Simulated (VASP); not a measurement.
Wanted: the native input for a VASP 6.6.1 run.

| Item | Value |
| --- | --- |
| Task | single point |
| Functional | LDA |
| Potentials or basis | VASP PAW LDA potentials, release 64 (C, H) |
| Cutoff | 520 eV |
| k mesh | 1 × 1 × 1 |
| Occupations | fermi-dirac, width 0.05 eV |
| Spin | no spin polarisation |
| Dipole correction | no |
| Further INCAR settings | LREAL = Auto; ALGO = Normal; EDIFF = 1e-06; NBANDS = 58 |

The structure of H4C lies in POSCAR:

```
H4C
1.0
    8.2150030000      0.0000000000      0.0000000000
    0.0000000000      8.2150030000      0.0000000000
    0.0000000000      0.0000000000      8.2150030000
C H
8 32
Direct
    0.3945585899      0.3470601289      0.0624345481
    0.9139862761      0.0363237847      0.7648323439
    0.1992208646      0.9351670352      0.0824345408
    0.5180156355      0.6322943522      0.7786972202
    0.2771392780      0.7013387579      0.4239925415
   -0.1265367767      0.3682774066      0.0993426296
    0.7001823371      0.9521725068      0.2761289314
    0.3224222803      0.0201582397      0.6912352923
    0.3304198428      0.3272670746      0.1685209366
    0.3217162550      0.3189286723     -0.0566037529
    0.4858306199      0.2456359419      0.0625441038
    0.4395372710      0.4807667143      0.0412537890
    0.9766034169     -0.0653438593      0.8216917267
    0.9639436529      0.0676323551      0.6515152825
    0.9353131094      0.1350334260      0.8462687110
    0.7836880887      0.0248082685      0.7460983277
    0.2775775006      0.8156296474      0.0401947510
    0.0707242590      0.9220812214      0.0481436221
    0.2506268105      1.0363964566      0.0279001724
    0.1836883078      0.9518194942      0.2105537880
    0.5335725380      0.5218013919      0.6832499026
    0.4255750120      0.7129394840      0.7395006429
    0.6470965379      0.6809735797      0.7894823654
    0.4870965963      0.5944246155      0.8983198180
    0.1507120570      0.6909918353      0.3906511051
    0.3124648889      0.8153618447      0.3605354739
    0.3333778454      0.5912596745      0.3686182464
    0.3157150399      0.6951792957      0.5439194605
   -0.2512476258      0.3426292115      0.1037492013
   -0.0920267467      0.3921361928      0.2250759981
   -0.0783809817      0.4806936772      0.0404382080
   -0.0975167021      0.2394277884      0.0576627909
    0.7986485215      1.0516368649      0.2602433621
    0.6882164255      0.8875103271      0.1614728564
    0.5727812881      1.0113812496      0.2825683691
    0.7418378301      0.8619595148      0.3617405861
    0.3925500697     -0.0557029620      0.7886302659
    0.2334022276     -0.0816433055      0.6460131542
    0.4152524351      0.0578940750      0.5993424470
    0.2349968710      0.1143395809      0.7386850620
```

One way to write it, as run:

INCAR

```
SYSTEM = H4C
PREC     = Accurate       ! precision mode
ENCUT    = 520            ! plane-wave cutoff, eV
EDIFF    = 1E-6           ! SCF threshold, eV
ISMEAR   = -1             ! smearing method
SIGMA    = 0.05           ! smearing width, eV
LREAL    = Auto         
LASPH    = .True.         ! aspherical terms in the spheres
NELM     = 80             ! most SCF steps
ALGO     = Normal         ! electronic algorithm
ISIF     = 2              ! what is computed and relaxed
LWAVE    = .False.        ! write WAVECAR
LCHARG   = .True.         ! write CHGCAR
LELF     = .True.         ! ELF
LVHAR    = .True.       
NBANDS   = 58             ! bands
```

KPOINTS

```
Automatic mesh
0
Gamma
  1 1 1
  0 0 0
```

Potentials or basis: VASP PAW LDA potentials, release 64 (C, H).

Run with:

```bash
$ cat potpaw_LDA.64/C/POTCAR potpaw_LDA.64/H/POTCAR > POTCAR
$ mpirun -np 1 vasp_gam > vasp.out
```

It gave:

```json
{
  "Pressure": "-0.3 GPa",
  "Largest force": "4.253 eV/Å",
  "Band gap on the k mesh": "6.18 eV"
}
```

Caveat: the k points lie up to 0.76 Å⁻¹ apart.

Run time: 46 s on 1 thread of AMD EPYC 7R13 Processor (Zen 3), with other jobs on the host, peak memory 0.35 GiB.
